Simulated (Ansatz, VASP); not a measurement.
# One calculation of P, two programs

```
CELL_PARAMETERS angstrom
1.63039 -5.55808 0.00000
1.63039 5.55808 0.00000
0.00000 0.00000 4.48941
ATOMIC_POSITIONS crystal
P 0.09407 0.90593 0.91372
P 0.59407 0.40593 0.58628
P 0.90593 0.09407 0.08628
P 0.40593 0.59407 0.41372
```

Change from the starting cell: strain -0.015 along x and y, -0.015 along z, atoms carried along.

Alike in both runs: task single point; functional PBE; k mesh 10 × 10 × 8; occupations gaussian, width 0.03 eV; no spin polarisation.

|  | VASP | Ansatz |
| --- | --- | --- |
| version | VASP 6.6.1 | Ansatz 0.2.0 |
| potentials or method | VASP PAW PBE potentials, release 64 (P), cutoff 520 eV | scalar-relativistic, plane waves, PAW |
| valence electrons in the cell | 20 | 20 |

```csv
,VASP,Ansatz,Ansatz less VASP
gap on the k mesh at the Fermi level (eV),0.05,0.03,-0.014
least direct gap on the mesh (eV),0.05,0.03,-0.014
pressure (GPa),3.1,3.4,+0.34
"traceless stress, the component that is largest in VASP (GPa)",0.86,0.85,-0.010
rms of the force components (eV/Å),0.195,0.227,+0.0325
```

Atom by atom the forces differ by 0.033 eV/Å (rms over components).
